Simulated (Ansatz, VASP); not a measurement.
One calculation of BN, two programs

```
B N
1.0
     0.00733    3.45416    2.10203
     1.24672   -0.04104    2.17249
     1.24405    3.49687   -0.06468
B N
1 1
Direct
  0.00626 0.99219 0.99966
  0.68231 0.64819 0.33493
```

Change from the starting cell: kmesh displaced: [6, 6, 6] Gamma-centred.

Alike in both runs: task single point; functional PBE; k mesh 6 × 6 × 6; occupations gaussian, width 0.02 eV; no spin polarisation.

|  | VASP | Ansatz |
| --- | --- | --- |
| version | VASP 6.6.1 | Ansatz 0.2.0 |
| potentials or method | VASP PAW PBE potentials, release 64 (B, N), cutoff 520 eV | scalar-relativistic, plane waves, PAW |
| valence electrons in the cell | 8 | 8 |

VASP gave:

```
gap on the k mesh at the Fermi level (eV)                     : 3.85
least direct gap on the mesh (eV)                             : 4.59
pressure (GPa)                                                : 5.4
traceless stress, the component that is largest in VASP (GPa) : 5.93
rms of the force components (eV/Å)                            : 0.414
```

Which values does Ansatz return?

gap on the k mesh at the Fermi level (eV): 3.86; least direct gap on the mesh (eV): 4.60; pressure (GPa): 5.4; traceless stress, the component that is largest in VASP (GPa): 5.82; rms of the force components (eV/Å): 0.414.

Atom by atom the forces differ by 0.001 eV/Å (rms over components). The functional is the same, so the differences come from potentials, cutoffs and numerics.

The k mesh is coarse, so the values compare programs but aren't converged.
